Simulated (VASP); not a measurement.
# Ir (P6_3/mmc) in VASP: a series of runs

Ir is run at these levels: PBEsol, PBE; tasks: single point.

Program: VASP 6.6.1. These are calculated values, not measurements. Logs are shortened: lines on timing, memory, paths and dates and some standing lists are left out, and cuts for length are marked.

## 1. The cell of the first run

The structure is hexagonal, space group P6_3/mmc (No. 194). The conventional cell has a = 2.751 Å, b = 2.751 Å, c = 4.284 Å, α = 90.00°, β = 90.00°, γ = 120.00°. Within 3.5 Å of Ir (site symmetry -6m2) lie 12 Ir at 2.67 to 2.75 Å.

## 2. Single point, PBEsol

File INCAR:

```
SYSTEM = Ir
  PREC = Accurate
  ENCUT = 500
  EDIFF = 1E-6
  ISMEAR = -1
  SIGMA = 0.05
  LREAL = .False.
  LASPH = .True.
  NELM = 120
  ALGO = Normal
  ISIF = 2
  LWAVE = .False.
  LCHARG = .False.
  GGA = PS
  NBANDS = 24
  GGA_COMPAT = .False.
```

File KPOINTS:

```
regular mesh
0
Gamma
  9 9 5
  0 0 0
```

File POSCAR:

```
Ir
1.0
    2.7513778946      0.0000000000      0.0000000000
   -1.3756889473      2.3827631521      0.0000000000
    0.0000000000      0.0000000000      4.2837984000
Ir
2
Direct
    0.3333333333      0.6666666667      0.2500000000
    0.6666666667      0.3333333333      0.7500000000
```

Potentials or basis: VASP PAW PBE potentials, release 64 (Ir_sv_GW).

On the command line:

```console
$ cat potpaw_PBE.64/Ir_sv_GW/POTCAR > POTCAR
$ mpirun -np 1 vasp_std > vasp.out
```

OUTCAR:

```text
SYSTEM = Ir
   PREC = Accurate
   ENCUT = 500
   EDIFF = 1E-6
   ISMEAR = -1
   LREAL = .False.
   LASPH = .True.
   NELM = 120
   ISIF = 2
   GGA = PS

 ion  position               nearest neighbor table
   1  0.333  0.667  0.250-   2 2.67   2 2.67   2 2.67   2 2.67   2 2.67   2 2.67
   2  0.667  0.333  0.750-   1 2.67   1 2.67   1 2.67   1 2.67   1 2.67   1 2.67

  LATTYP: Found a hexagonal cell.
 ALAT       =     2.7513778946
 C/A-ratio  =     1.5569647515

  Lattice vectors:

 A1 = (   2.7513778946,   0.0000000000,   0.0000000000)
 A2 = (  -1.3756889473,   2.3827631521,   0.0000000000)
 A3 = (   0.0000000000,   0.0000000000,   4.2837984000)

Analysis of symmetry for initial positions (statically):
=====================================================================
 Subroutine PRICEL returns:
 Original cell was already a primitive cell.

 Routine SETGRP: Setting up the symmetry group for a
 hexagonal supercell.

 Subroutine GETGRP returns: Found 24 space group operations
 (whereof 12 operations were pure point group operations)
 out of a pool of 24 trial point group operations.

The static configuration has the point symmetry D_3d.
 The point group associated with its full space group is D_6h.

Analysis of symmetry for dynamics (positions and initial velocities):
=====================================================================
 Subroutine PRICEL returns:
 Original cell was already a primitive cell.

 Routine SETGRP: Setting up the symmetry group for a
 hexagonal supercell.

 Subroutine GETGRP returns: Found 24 space group operations
 (whereof 12 operations were pure point group operations)
 out of a pool of 24 trial point group operations.

The dynamic configuration has the point symmetry D_3d.
 The point group associated with its full space group is D_6h.

 Subroutine INISYM returns: Found 24 space group operations
 (whereof 12 operations are pure point group operations),
 and found     1 'primitive' translations

----------------------------------------------------------------------------------------

                                     Primitive cell

  volume of cell :      28.0841

  direct lattice vectors                    reciprocal lattice vectors
     2.751377895  0.000000000  0.000000000     0.363454254  0.209840411  0.000000000
    -1.375688947  2.382763152  0.000000000     0.000000000  0.419680823  0.000000000
     0.000000000  0.000000000  4.283798400     0.000000000  0.000000000  0.233437689

  length of vectors
[... 80 lines left out ...]
   ENCUT  =  500.0 eV  36.75 Ry    6.06 a.u.   5.02  5.02  7.81*2*pi/ulx,y,z
   NELM   =    120;   NELMIN=  2; NELMDL= -5     # of ELM steps
   EDIFF  = 0.1E-05   stopping-criterion for ELM
   LREAL  =      F    real-space projection
   EDIFFG = 0.1E-04   stopping-criterion for IOM
   NSW    =      0    number of steps for IOM
   IBRION =     -1    ionic relax: 0-MD 1-quasi-New 2-CG
   NFREE  =      0    steps in history (QN), initial steepest desc. (CG)
   ISIF   =      2    stress and relaxation
   ISYM   =      2    0-nonsym 1-usesym 2-fastsym
   POTIM  = 0.5000    time-step for ionic-motion
   TEBEG  =    0.0;   TEEND  =   0.0 temperature during run
   PSTRESS=    0.0 pullay stress
   NELECT =      34.0000    total number of electrons
   NUPDOWN=      -1.0000    fix difference up-down
   EMIN   =  10.00;   EMAX   =-10.00  energy-range for DOS
   EFERMI =   0.00;   METHOD = LEGACY
   ISMEAR =    -1;   SIGMA  =   0.05  broadening in eV -4-tet -1-fermi 0-gaus
   EFERMI_NEDOS =   21; number of points for ismear=-14 and -15
   IALGO  =     38    algorithm
   IMIX   =      4    mixing-type and parameters
     AMIX     =   0.40;   BMIX     =  1.00
     AMIX_MAG =   1.60;   BMIX_MAG =  1.00
  volume/ion in A,a.u.               =      14.04        94.76
  Fermi-wavevector in a.u.,A,eV,Ry     =   1.744808  3.297210 41.420985  3.044357
  Thomas-Fermi vector in A             =   2.816617
   LORBIT       =      0    0 simple, 1 ext, 2 COOP (PROOUT), +10 PAW based schemes
   GGA     = PS    functional components
   LHFCALC =     F    Hartree Fock is set to
   AEXX    =    0.0000 exact exchange contribution
   IVDW    =     0    specifies the selected vdW correction
   LEPSILON=     F    determine dielectric tensor
   LRPA    =     F    only Hartree local field effects (RPA)
 non-spin polarized calculation
  energy-cutoff  :      500.00
  volume of cell :       28.08
 maximum number of plane-waves:       735
 NGX is ok and might be reduce to    20
   NGX =  9   NGY =  9   NGZ = 15

 number of electron      34.0000000 magnetization

 Free energy of the ion-electron system (eV)
  ---------------------------------------------------
  ext. energy  EPLUGINS =         0.00000000
  ---------------------------------------------------
  free energy    TOTEN  =       -20.58476756 eV

  energy without entropy =      -20.56040241  energy(sigma->0) =      -20.57258499

 E-fermi :  13.0286     XC(G=0): -14.7513

 val. band max:       13.0204020013   @ k =   0.4444  -0.0000   0.2000
 cond. band min:      13.1141623081   @ k =   0.3333   0.1111   0.2000
 fundamental gap:      0.0937603068
 Fermi energy:        13.0286276117

 k-point     1 :       0.0000    0.0000    0.0000
  band No.  band energies     occupation
      1     -80.1226      2.00000
      2     -80.0394      2.00000
      3     -37.4184      2.00000
      4     -36.6752      2.00000
      5     -36.6752      2.00000
      6     -36.5266      2.00000
[... 637 lines left out ...]
     23      24.3632      0.00000
     24      24.9249      0.00000

 [... further k-points ...]

------------------------ aborting loop because EDIFF is reached ----------------------------------------

  FORCE on cell =-STRESS in cart. coord.  units (eV):
  Direction    XX          YY          ZZ          XY          YZ          ZX
  --------------------------------------------------------------------------------------
  -------------------------------------------------------------------------------------
  Total       -1.2007757     -1.2007757      2.3798931      0.0000000     -0.0000000      0.0000000
  in kB      -68.5034336    -68.5034336    135.7712744      0.0000000     -0.0000000      0.0000000
  external PRESSURE =      -0.4118643 kB  Pullay stress =       0.0000000 kB

 VOLUME and BASIS-vectors are now :
 -----------------------------------------------------------------------------
  energy-cutoff  :      500.00
  volume of cell :       28.08
      direct lattice vectors                 reciprocal lattice vectors
     2.751377895  0.000000000  0.000000000     0.363454254  0.209840411  0.000000000
    -1.375688947  2.382763152  0.000000000     0.000000000  0.419680823  0.000000000
     0.000000000  0.000000000  4.283798400     0.000000000  0.000000000  0.233437689

 POSITION                                       TOTAL-FORCE (eV/Angst)
 -----------------------------------------------------------------------------------
     -0.00000      1.58851      1.07095         0.000000     -0.000000      0.000000
      1.37569      0.79425      3.21285        -0.000000      0.000000      0.000000
 -----------------------------------------------------------------------------------
    total drift:                                0.000000     -0.000000      0.000000

  FREE ENERGIE OF THE ION-ELECTRON SYSTEM (eV)
  ---------------------------------------------------
  free  energy   TOTEN  =       -20.5847675632 eV

  energy  without entropy=      -20.5604024142  energy(sigma->0) =      -20.57258499
```

Run time: 16 s. Hardware: 1 thread of Intel Xeon Platinum 8559C (Emerald Rapids), shared host; peak memory 0.14 GiB.

What came out:

| Property | Result |
| --- | --- |
| Free energy | -20.5848 eV |
| Pressure | 0.0 GPa |
| Band gap on the k mesh | zero (band 17 reaches 13.78 eV, above the bottom of band 18 at 10.94 eV) |

Levels at points of the mesh, in eV from the Fermi level:
| k point | band 14 | band 15 | band 16 | band 17 | band 18 | band 19 | band 20 | band 21 |
| --- | --- | --- | --- | --- | --- | --- | --- | --- |
| (0.00, 0.00, 0.00) | -3.20 | -3.20 | -2.80 | -2.80 | -0.48 | 0.24 | 0.24 | 7.65 |

Caveat: the PAW data sets were made with another functional, which shifts forces and pressure a little; spin-orbit coupling is left out, which moves the levels of the heavy elements.

## 3. Single point, PBE

This run uses another cell than the first one, of 14.63 Å³/atom, 1.042 times its volume.

File INCAR:

```
  PREC = Accurate
  ENCUT = 520
  EDIFF = 1E-6
  ISMEAR = -1
  SIGMA = 0.05
  LREAL = F
  LASPH = T
  NELM = 100
  ALGO = Normal
  ISIF = 2
  LWAVE = F
  LCHARG = T
  GGA = PE
  LELF = T
  LVHAR = T
  NBANDS = 16
```

File KPOINTS:

```
regular mesh
0
Gamma
  11 11 6
```

POSCAR, as its differences from that of step 2:

```diff
@@ -4,3 +4,3 @@
    -1.3756889473      2.3827631521      0.0000000000
-    0.0000000000      0.0000000000      4.2837984000
+    0.0000000000      0.0000000000      4.4622900000
 Ir
```

Potentials or basis: VASP PAW PBE potentials, release 64 (Ir).

On the command line:

```console
$ cat potpaw_PBE.64/Ir/POTCAR > POTCAR
$ mpirun -np 1 vasp_std > vasp.out
```

It took 16 s on 1 thread of AMD EPYC 7R13 (Zen 3), shared host; peak memory 0.13 GiB.

It converged, with:

| Property | Result |
| --- | --- |
| Free energy | -17.5361 eV |
| Pressure | -0.8 GPa |
| Band gap on the k mesh | zero (band 9 reaches 10.85 eV, above the bottom of band 10 at 7.79 eV) |

Stress tensor (GPa, compression positive):
```
-0.72  0.00  0.00
 0.00 -0.72  0.00
 0.00  0.00 -1.08
```

Levels at points of the mesh, in eV from the Fermi level:
| k point | band 7 | band 8 | band 9 | band 10 | band 11 | band 12 |
| --- | --- | --- | --- | --- | --- | --- |
| (0.00, 0.00, 0.00) | -3.02 | -2.26 | -2.26 | -0.72 | 0.27 | 0.27 |
| (0.00, 0.00, 0.50) | -3.76 | -3.76 | -0.44 | -0.44 | -0.44 | -0.44 |

Caveat: spin-orbit coupling is left out, which moves the levels of the heavy elements.

## 4. Single point, PBE, non-collinear spin, zero start, spin-orbit coupling

This run uses another cell than the first one, of 14.63 Å³/atom, 1.042 times its volume.

File INCAR:

```
SYSTEM = Ir
  ALGO = Fast
  EDIFF = 1E-7
  ENCUT = 520
  GGA = PE
  GGA_COMPAT = .FALSE.
  ISIF = 2
  ISMEAR = -1
  LASPH = .TRUE.
  LCHARG = .FALSE.
  LMAXMIX = 4
  LNONCOLLINEAR = .TRUE.
  LORBIT = 11
  LORBMOM = .TRUE.
  LREAL = .FALSE.
  LSORBIT = .TRUE.
  LWAVE = .FALSE.
  MAGMOM = 0 0 0 0 0 0
  NBANDS = 30
  NELM = 150
  PREC = Accurate
  SIGMA = 0.05
```

File KPOINTS:

```
k-points
0
G
  8 8 5
  0 0 0
```

POSCAR is that of step 3.

Potentials or basis: VASP PAW PBE potentials, release 64 (Ir).

On the command line:

```console
$ cat potpaw_PBE.64/Ir/POTCAR > POTCAR
$ mpirun -np 1 vasp_ncl > vasp.out
```

OUTCAR:

```text
SYSTEM = Ir
   EDIFF = 1E-7
   ENCUT = 520
   GGA = PE
   ISIF = 2
   ISMEAR = -1
   LASPH = .TRUE.
   LNONCOLLINEAR = .TRUE.
   LORBIT = 11
   LREAL = .FALSE.
   LSORBIT = .TRUE.
   NELM = 150
   PREC = Accurate

 ion  position               nearest neighbor table
   1  0.333  0.667  0.250-   2 2.74   2 2.74   2 2.74   2 2.74   2 2.74   2 2.74
   2  0.667  0.333  0.750-   1 2.74   1 2.74   1 2.74   1 2.74   1 2.74   1 2.74

  LATTYP: Found a hexagonal cell.
 ALAT       =     2.7513778946
 C/A-ratio  =     1.6218382828

  Lattice vectors:

 A1 = (   2.7513778946,   0.0000000000,   0.0000000000)
 A2 = (  -1.3756889473,   2.3827631521,   0.0000000000)
 A3 = (   0.0000000000,   0.0000000000,   4.4622900000)

Analysis of symmetry for initial positions (statically):
=====================================================================
 Subroutine PRICEL returns:
[... 1090 lines left out ...]
     0.0000000     0.0000000     0.0000000     0.0000000     0.0000000     0.0000000     0.0000000
     0.0000000     0.0000000     0.0000000     0.0000000     0.0000000     0.0000000     0.0000000
     0.0000000     0.0000000     0.0000000     0.0000000     0.0000000     0.0000000     0.0000000
     0.0000000     0.0000000     0.0000000     0.0000000     0.0000000     0.0000000     0.0000000

 total charge

# of ion       s       p       d       tot
------------------------------------------
    1        0.652   0.711   6.932   8.295
    2        0.652   0.711   6.932   8.295
--------------------------------------------------
tot          1.303   1.423  13.864  16.590

 magnetization (x)

# of ion       s       p       d       tot
------------------------------------------
    1        0.000   0.000   0.000   0.000
    2        0.000   0.000   0.000   0.000
--------------------------------------------------
tot          0.000   0.000   0.000   0.000

 magnetization (y)

# of ion       s       p       d       tot
------------------------------------------
    1        0.000   0.000   0.000   0.000
    2        0.000   0.000   0.000   0.000
--------------------------------------------------
tot          0.000   0.000   0.000   0.000

 magnetization (z)

# of ion       s       p       d       tot
------------------------------------------
    1        0.000   0.000   0.000   0.000
    2        0.000   0.000   0.000   0.000
--------------------------------------------------
tot          0.000   0.000   0.000   0.000
```

OSZICAR:

```text
N       E                     dE             d eps       ncg     rms          rms(c)
DAV:   1     0.179349472166E+03    0.17935E+03   -0.79445E+03  1800   0.121E+03
DAV:   2    -0.119062571613E+02   -0.19126E+03   -0.17617E+03  1800   0.367E+02
DAV:   3    -0.192097437767E+02   -0.73035E+01   -0.69468E+01  2180   0.836E+01
DAV:   4    -0.193426325315E+02   -0.13289E+00   -0.13218E+00  2112   0.980E+00
DAV:   5    -0.193459939910E+02   -0.33615E-02   -0.33612E-02  2060   0.154E+00    0.232E+01
RMM:   6    -0.184382893791E+02    0.90770E+00   -0.10947E+00  1819   0.123E+01    0.108E+01
RMM:   7    -0.182778316390E+02    0.16046E+00   -0.61021E-01  1878   0.634E+00    0.502E+00
RMM:   8    -0.182787226157E+02   -0.89098E-03   -0.84683E-02  2057   0.305E+00    0.218E+00
RMM:   9    -0.182733061268E+02    0.54165E-02   -0.87855E-03  1975   0.819E-01    0.557E-01
RMM:  10    -0.182724366737E+02    0.86945E-03   -0.15832E-03  2036   0.416E-01    0.189E-01
RMM:  11    -0.182724359710E+02    0.70267E-06   -0.46254E-04  2061   0.154E-01    0.560E-02
RMM:  12    -0.182724451420E+02   -0.91710E-05   -0.81792E-05  2396   0.709E-02    0.549E-02
RMM:  13    -0.182724664283E+02   -0.21286E-04   -0.60651E-05  1942   0.973E-02    0.752E-02
RMM:  14    -0.182724510258E+02    0.15403E-04   -0.22621E-05  1959   0.680E-02    0.268E-02
RMM:  15    -0.182724499886E+02    0.10372E-05   -0.33595E-06  2111   0.147E-02    0.998E-03
RMM:  16    -0.182724500150E+02   -0.26399E-07   -0.68345E-07  2087   0.612E-03
   1 F= -.18272450E+02 E0= -.18259080E+02  d E =-.267402E-01  mag=    -0.0000     0.0000    -0.0000
```

Run time: 44 s. Hardware: 1 thread of AMD EPYC 7R13 (Zen 3), shared host; peak memory 0.19 GiB.

What came out:

* Free energy: -18.2725 eV
* Pressure: 1.0 GPa
* Net moment: 0.00 μB per cell
* Valence electrons inside the program's atomic spheres: Ir 8.29

Moments on the atoms (μB; x, y, z):
```
Ir  0.00 0.00 0.00
Ir  0.00 0.00 0.00
```

## 5. The runs side by side

| level | potentials or basis | spin | cell | k mesh | cutoff (eV) | second run | gap on the mesh (eV) | pressure (GPa) |
| --- | --- | --- | --- | --- | --- | --- | --- | --- |
| PBEsol | VASP PAW PBE potentials, release 64 (Ir_sv_GW) | off | a = 2.751, b = 2.751, c = 4.284 Å, angles 90.0, 90.0, 120.0°, 2 atoms | 9 × 9 × 5 | 500 | valence_matched | none | 0.0 |
| PBE | VASP PAW PBE potentials, release 64 (Ir) | off | a = 2.751, b = 2.751, c = 4.462 Å, angles 90.0, 90.0, 120.0°, 2 atoms | 11 × 11 × 6 | 520 | - | none | -0.8 |
| PBE | VASP PAW PBE potentials, release 64 (Ir) | non-collinear, zero start, SOC | a = 2.751, b = 2.751, c = 4.462 Å, angles 90.0, 90.0, 120.0°, 2 atoms | 8 × 8 × 5 | 520 | - | - | 1.0 |

Alike in all rows: task single point; smearing fermi-dirac 0.05 eV.

Caveats: spin-orbit coupling is left out, which moves the levels of the heavy elements (some runs); the PAW data sets were made with another functional, which shifts forces and pressure a little (some runs).

Total energies depend on the potentials used, so only differences within one code and one set of settings carry meaning.
